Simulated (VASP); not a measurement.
Here is a VASP 6.6.1 calculation.

File INCAR:

```
  PREC = Accurate
  ENCUT = 520
  EDIFF = 1E-7
  ISMEAR = 0
  SIGMA = 0.05
  LREAL = False
  LASPH = True
  NELM = 100
  ALGO = Normal
  ISIF = 2
  LWAVE = False
  LCHARG = False
  GGA = PS
  IVDW = 12
  NBANDS = 11
```

KPOINTS

```
regular mesh
0
Gamma
  15 15 15
```

POSCAR

```
C
1.0
    1.2290461105      0.7095901028      3.2829684898
   -1.2290461105      0.7095901028      3.2829684898
    0.0000000000     -1.4191802055      3.2829684898
C
2
Direct
    0.1759787115      0.1759787115      0.1477934255
    0.8240212885      0.8240212885      0.8522065745
```

Potentials or basis: VASP PAW PBE potentials, release 64 (C).

Launch:

```console
$ cat potpaw_PBE.64/C/POTCAR > POTCAR
$ mpirun -np 1 vasp_std > vasp.out
```

Task: Predict the band gap on the k mesh.

Result: 0.22 eV, direct.

Task: What does it give for the dispersion energy per atom?

Result: -0.113 eV.

Task: What does it give for the largest force?

Result: 3.969 eV/Å.

Forces on the atoms (eV/Å):
```
C    0.000 -3.969  0.007
C    0.000  3.969 -0.007
```

Caveat: the cell differs from its parent crystal (mode 4 frozen in at +0.000 Å and mode 6 at +0.040 Å (largest displacements)); the PAW data sets were made with another functional, which shifts forces and pressure a little. A k mesh can miss the band edges.
